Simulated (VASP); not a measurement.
Crystal: ZnBF5.

```
CELL_PARAMETERS angstrom
3.54510 0.00000 0.00000
0.00000 3.54510 0.00000
0.00000 0.00000 6.17692
ATOMIC_POSITIONS crystal
Zn 0.00000 0.00000 0.50000
B 0.50000 0.50000 0.00000
F 0.00000 0.00000 0.00000
F 0.50000 0.00000 0.70479
F 0.00000 0.50000 0.70479
F 0.50000 0.00000 0.29521
F 0.00000 0.50000 0.29521
```

* Program: VASP 6.6.1
* Task: relaxation of cell and atoms
* Functional: PBEsol
* Potentials or basis: VASP PAW PBE potentials, release 64 (Zn, B, F)
* Cutoff: 600 eV
* k mesh: 6 × 6 × 4
* Occupations: fermi-dirac, width 0.03 eV
* Spin: no spin polarisation

At the start: pressure -13.5 GPa; volume 11.09 Å³/atom.

Question: How do energy, volume and symmetry change on relaxing?

Answer: Over 14 steps the energy falls by 169.6 meV/atom and the volume is 8.93 Å³/atom (-19.5 %); space group P4/mmm (No. 123, to 0.1 Å) before and after.

The path:
| step | energy change (eV) | largest force (eV/Å) | pressure (GPa) | volume (Å³) |
| --- | --- | --- | --- | --- |
| 1 | 0.0000 | 0.0717 | -13.45 | 77.63 |
| 2 | -0.6201 | 0.6915 | -4.44 | 67.63 |
| 3 | -0.6656 | 0.9195 | 0.11 | 64.86 |
| 4 | -0.8533 | 0.8004 | 1.38 | 63.19 |
| 5 | -1.0075 | 0.2826 | 11.09 | 58.25 |
| 6 | -1.0594 | 0.3675 | 5.72 | 60.35 |
| 7 | -1.0685 | 0.2075 | 7.02 | 59.77 |
| 8 | -1.1618 | 0.2792 | -0.39 | 62.58 |
| 9 | -1.1632 | 0.2346 | 0.26 | 62.27 |
| 10 | -1.1824 | 0.0817 | -0.08 | 62.52 |
| 11 | -1.1865 | 0.0324 | -0.30 | 62.70 |
| 12 | -1.1871 | 0.0259 | 0.11 | 62.51 |
| 13 | -1.1871 | 0.0226 | 0.30 | 62.45 |
| 14 | -1.1874 | 0.0003 | 0.10 | 62.52 |

Final structure:
```
Zn B F
1.0
     3.44481    0.00000    0.00000
     0.00000    3.44481    0.00000
     0.00000    0.00000    5.26848
Zn B F
1 1 5
Direct
  0.00000 0.00000 0.50000
  0.50000 0.50000 0.00000
  0.00000 0.00000 0.00000
  0.50000 0.00000 0.73531
  0.00000 0.50000 0.73531
  0.50000 0.00000 0.26469
  0.00000 0.50000 0.26469
```

Caveat: the volume moved by over 15 % at a fixed basis, so the end points are rough; the PAW data sets were made with another functional, which shifts forces and pressure a little.
